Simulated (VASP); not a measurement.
# Au (Fm-3m) in VASP: settings compared

Au is run at these levels: BLYP, RPBE+D4; tasks: single point, relaxation of cell and atoms.

Everything below comes from runs of VASP 6.6.1. Logs are shortened: lines on timing, memory, paths and dates and some standing lists are left out, and cuts for length are marked.

### Step 1. The cell of the first run

The structure is cubic, space group Fm-3m (No. 225). Conventional cell: a = 4.266 Å, b = 4.266 Å, c = 4.266 Å, α = 90.00°, β = 90.00°, γ = 90.00°. Au (site symmetry m-3m) has 12 Au at 3.02 Å within 4.0 Å.

### Step 2. Single point, BLYP

File INCAR:

```
SYSTEM = Au
  AGGAC = 1.0
  AGGAX = 1.0
  ALDAC = 0.0
  ALDAX = 1.0
  ALGO = Normal
  EDIFF = 1E-6
  ENCUT = 520
  GGA = B5
  ISIF = 2
  ISMEAR = -1
  LASPH = .TRUE.
  LCHARG = .FALSE.
  LREAL = .FALSE.
  LWAVE = .FALSE.
  NBANDS = 12
  NELM = 80
  PREC = Accurate
  SIGMA = 0.05
```

File KPOINTS:

```
k-points
0
G
  11 11 11
  0 0 0
```

File POSCAR:

```
Au
1.0
    0.0000000000      2.1328066798      2.1328066798
    2.1328066798      0.0000000000      2.1328066798
    2.1328066798      2.1328066798      0.0000000000
Au
1
Direct
    0.0000000000      0.0000000000      0.0000000000
```

Potentials or basis: VASP PAW PBE potentials, release 64 (Au).

Run with:

```
$ cat potpaw_PBE.64/Au/POTCAR > POTCAR
$ mpirun -np 1 vasp_std > vasp.out
```

OUTCAR:

```text
SYSTEM = Au
   EDIFF = 1E-6
   ENCUT = 520
   GGA = B5
   ISIF = 2
   ISMEAR = -1
   LASPH = .TRUE.
   LREAL = .FALSE.
   NELM = 80
   PREC = Accurate

 ion  position               nearest neighbor table
   1  0.000  0.000  0.000-

  LATTYP: Found a face centered cubic cell.
 ALAT       =     4.2656133596

  Lattice vectors:

 A1 = (   0.0000000000,   2.1328066798,   2.1328066798)
 A2 = (   2.1328066798,   0.0000000000,   2.1328066798)
 A3 = (   2.1328066798,   2.1328066798,   0.0000000000)

Analysis of symmetry for initial positions (statically):
=====================================================================
 Subroutine PRICEL returns:
 Original cell was already a primitive cell.

 Routine SETGRP: Setting up the symmetry group for a
 face centered cubic supercell.

 Subroutine GETGRP returns: Found 48 space group operations
[... 9 lines left out ...]

 Routine SETGRP: Setting up the symmetry group for a
 face centered cubic supercell.

 Subroutine GETGRP returns: Found 48 space group operations
[... 11 lines left out ...]
                                     Primitive cell

  volume of cell :      19.4037

  direct lattice vectors                    reciprocal lattice vectors
     0.000000000  2.132806680  2.132806680    -0.234432874  0.234432874  0.234432874
     2.132806680  0.000000000  2.132806680     0.234432874 -0.234432874  0.234432874
     2.132806680  2.132806680  0.000000000     0.234432874  0.234432874 -0.234432874

  length of vectors
     3.016244132  3.016244132  3.016244132     0.406049649  0.406049649  0.406049649

  position of ions in fractional coordinates (direct lattice)
     0.000000000  0.000000000  0.000000000

  ion indices of the primitive-cell ions
   primitive index   ion index
                 1           1

----------------------------------------------------------------------------------------

 KPOINTS: k-points

Automatic generation of k-mesh.
 Grid dimensions read from file:
 generate k-points for:   11   11   11

 Generating k-lattice:

  Cartesian coordinates                     Fractional coordinates (reciprocal lattice)
    -0.021312079  0.021312079  0.021312079     0.090909091  0.000000000  0.000000000
     0.021312079 -0.021312079  0.021312079     0.000000000  0.090909091  0.000000000
     0.021312079  0.021312079 -0.021312079     0.000000000  0.000000000  0.090909091

  Length of vectors
     0.036913604  0.036913604  0.036913604

  Shift w.r.t. Gamma in fractional coordinates (k-lattice)
     0.000000000  0.000000000  0.000000000

 Subroutine IBZKPT returns following result:
[... 50 lines left out ...]
   LREAL  =      F    real-space projection
   EDIFFG = 0.1E-04   stopping-criterion for IOM
   NSW    =      0    number of steps for IOM
   IBRION =     -1    ionic relax: 0-MD 1-quasi-New 2-CG
   NFREE  =      0    steps in history (QN), initial steepest desc. (CG)
   ISIF   =      2    stress and relaxation
   ISYM   =      2    0-nonsym 1-usesym 2-fastsym
   POTIM  = 0.5000    time-step for ionic-motion
   TEBEG  =    0.0;   TEEND  =   0.0 temperature during run
   PSTRESS=    0.0 pullay stress
   NELECT =      11.0000    total number of electrons
   NUPDOWN=      -1.0000    fix difference up-down
   EMIN   =  10.00;   EMAX   =-10.00  energy-range for DOS
[... 5 lines left out ...]
     AMIX     =   0.40;   BMIX     =  1.00
     AMIX_MAG =   1.60;   BMIX_MAG =  1.00
  volume/ion in A,a.u.               =      19.40       130.94
  Fermi-wavevector in a.u.,A,eV,Ry     =   1.354911  2.560411 24.977371  1.835785
  Thomas-Fermi vector in A             =   2.482043
   LORBIT       =      0    0 simple, 1 ext, 2 COOP (PROOUT), +10 PAW based schemes
   GGA     = B5    functional components
   LHFCALC =     F    Hartree Fock is set to
   AEXX    =    0.0000 exact exchange contribution
   IVDW    =     0    specifies the selected vdW correction
   LEPSILON=     F    determine dielectric tensor
   LRPA    =     F    only Hartree local field effects (RPA)
 non-spin polarized calculation
  energy-cutoff  :      520.00
  volume of cell :       19.40
 maximum number of plane-waves:       534
   NGX = 11   NGY = 11   NGZ = 11

 number of electron      11.0000000 magnetization

 Free energy of the ion-electron system (eV)
  ---------------------------------------------------
  ext. energy  EPLUGINS =         0.00000000
  ---------------------------------------------------
  free energy    TOTEN  =        -2.46114484 eV

  energy without entropy =       -2.45988389  energy(sigma->0) =       -2.46051436

 E-fermi :   8.1612     XC(G=0): -11.3284

 val. band max:        8.0430674152   @ k =   0.4545   0.3636   0.0000
 cond. band min:       8.2423458597   @ k =  -0.2727   0.2727   0.0000
 fundamental gap:      0.1992784445
 Fermi energy:         8.1611946388

 k-point     1 :       0.0000    0.0000    0.0000
  band No.  band energies     occupation
      1      -0.4816      2.00000
      2       3.9059      2.00000
      3       3.9059      2.00000
      4       3.9059      2.00000
      5       5.1082      2.00000
      6       5.1082      2.00000
      7      22.9105      0.00000
      8      25.9491      0.00000
      9      25.9491      0.00000
     10      25.9491      0.00000
     11      31.0119      0.00000
     12      33.9753      0.00000
[... 331 lines left out ...]
 k-point    24 :      -0.1818    0.1818    0.0000
  band No.  band energies     occupation
      1       1.8148      2.00000
      2       3.4610      2.00000
      3       4.1063      2.00000
      4       4.6136      2.00000
      5       4.6512      2.00000
      6       6.1156      2.00000
      7      18.6415      0.00000
      8      20.4064      0.00000
      9      25.3462      0.00000
     10      26.8847      0.00000
     11      28.0803      0.00000
     12      30.8711      0.00000

 [... further k-points ...]

------------------------ aborting loop because EDIFF is reached ----------------------------------------

  FORCE on cell =-STRESS in cart. coord.  units (eV):
  Direction    XX          YY          ZZ          XY          YZ          ZX
  --------------------------------------------------------------------------------------
  -------------------------------------------------------------------------------------
  Total        0.0523249      0.0523249      0.0523249     -0.0000000     -0.0000000     -0.0000000
  in kB        4.3205050      4.3205050      4.3205050     -0.0000000     -0.0000000     -0.0000000
  external PRESSURE =       4.3205050 kB  Pullay stress =       0.0000000 kB

 VOLUME and BASIS-vectors are now :
 -----------------------------------------------------------------------------
  energy-cutoff  :      520.00
  volume of cell :       19.40
      direct lattice vectors                 reciprocal lattice vectors
     0.000000000  2.132806680  2.132806680    -0.234432874  0.234432874  0.234432874
     2.132806680  0.000000000  2.132806680     0.234432874 -0.234432874  0.234432874
     2.132806680  2.132806680  0.000000000     0.234432874  0.234432874 -0.234432874

 POSITION                                       TOTAL-FORCE (eV/Angst)
 -----------------------------------------------------------------------------------
      0.00000      0.00000      0.00000         0.000000      0.000000      0.000000
 -----------------------------------------------------------------------------------
    total drift:                               -0.000000     -0.000000     -0.000000

  FREE ENERGIE OF THE ION-ELECTRON SYSTEM (eV)
  ---------------------------------------------------
  free  energy   TOTEN  =        -2.4611448391 eV

  energy  without entropy=       -2.4598838864  energy(sigma->0) =       -2.46051436
```

stdout:

```text
POSCAR found type information on POSCAR Au
 POSCAR found :  1 types and       1 ions
 scaLAPACK will be used
 -----------------------------------------------------------------------------
|                                                                             |
|                                                                             |
|     You enforced a specific xc type in the INCAR file but a different       |
|     I HOPE YOU KNOW WHAT YOU ARE DOING!                                     |
|                                                                             |
 -----------------------------------------------------------------------------

 LDA part: xc-table for (Slater(with rela. corr.)+VWN5), standard interpolation
 POSCAR, INCAR and KPOINTS ok, starting setup
 FFT: planning ... GRIDC
 FFT: planning ... GRID_SOFT
 FFT: planning ... GRID
 WAVECAR not read
 entering main loop
```

Wall time 27 s (1 thread of AMD EPYC 7R43 (Zen 3), shared host); peak memory 0.11 GiB.

What came out:

```yaml
Free_energy: -2.4611 eV
Pressure: 0.4 GPa
```

Caveat: the PAW data sets were made with another functional, which shifts forces and pressure a little; spin-orbit coupling is left out, which moves the levels of the heavy elements.

### Step 3. Relaxation of cell and atoms, RPBE+D4

This run uses another cell than the first one, of 16.85 Å³/atom, 0.869 times its volume.

File INCAR:

```
PREC = Accurate
ENCUT = 600
EDIFF = 1E-6
ISMEAR = -1
SIGMA = 0.05
LREAL = False
LASPH = True
NELM = 80
ALGO = Normal
ISIF = 3
LWAVE = False
LCHARG = False
GGA = RP
IVDW = 13
IBRION = 2
NSW = 80
EDIFFG = -0.01
```

File KPOINTS:

```
Automatic mesh
0
Gamma
  11 11 11
```

File POSCAR:

```
Au
1.0
    0.0000000000      2.0350000000      2.0350000000
    2.0350000000      0.0000000000      2.0350000000
    2.0350000000      2.0350000000      0.0000000000
Au
1
Direct
    0.0000000000      0.0000000000      0.0000000000
```

Potentials or basis: VASP PAW PBE potentials, release 64 (Au).

Run with:

```
$ cat potpaw_PBE.64/Au/POTCAR > POTCAR
$ mpirun -np 1 vasp_std > vasp.out
```

It took 42 s on 1 thread of AMD EPYC 7R43 (Zen 3), shared host; peak memory 0.12 GiB.

The run converged. Its results:

- Free energy: -3.8991 eV
- Relaxed volume: 17.16 Å³/atom
- Relaxed cell: a = 2.895 Å, b = 2.895 Å, c = 2.895 Å, α = 60.00°, β = 60.00°, γ = 60.00°
- Space group after relaxing (to 0.05 Å): Fm-3m (No. 225)
- Energy gained by relaxing: 2.9 meV/atom
- Ionic steps: 3
- Pressure after relaxing: 0.0 GPa
- Dispersion energy per atom: -1.296 eV

Step by step:
```
step  energy change (eV)  largest force (eV/Å)  pressure (GPa)  volume (Å³)
   1              0.0000                0.0000            3.11        16.85
   2              0.0042                0.0000           -4.35        17.67
   3             -0.0029                0.0000           -0.01        17.16
```

Final structure:
```yaml
crystal:
  lattice:
    - [0.00000, 2.04733, 2.04733]
    - [2.04733, 0.00000, 2.04733]
    - [2.04733, 2.04733, 0.00000]
  atoms:
    - { symbol: Au, position: [0.00000, 0.00000, 0.00000] }
```

Levels at points of the mesh, in eV from the Fermi level:
```csv
k point,band 4,band 5,band 6,band 7,band 8,band 9
"(0.00, 0.00, 0.00)",-4.72,-3.23,-3.23,14.45,18.44,18.44
```

Caveat: the PAW data sets were made with another functional, which shifts forces and pressure a little; spin-orbit coupling is left out, which moves the levels of the heavy elements; pairwise dispersion overbinds metals, which lowers pressure and volume. Zero-point motion and thermal expansion aren't in these numbers.
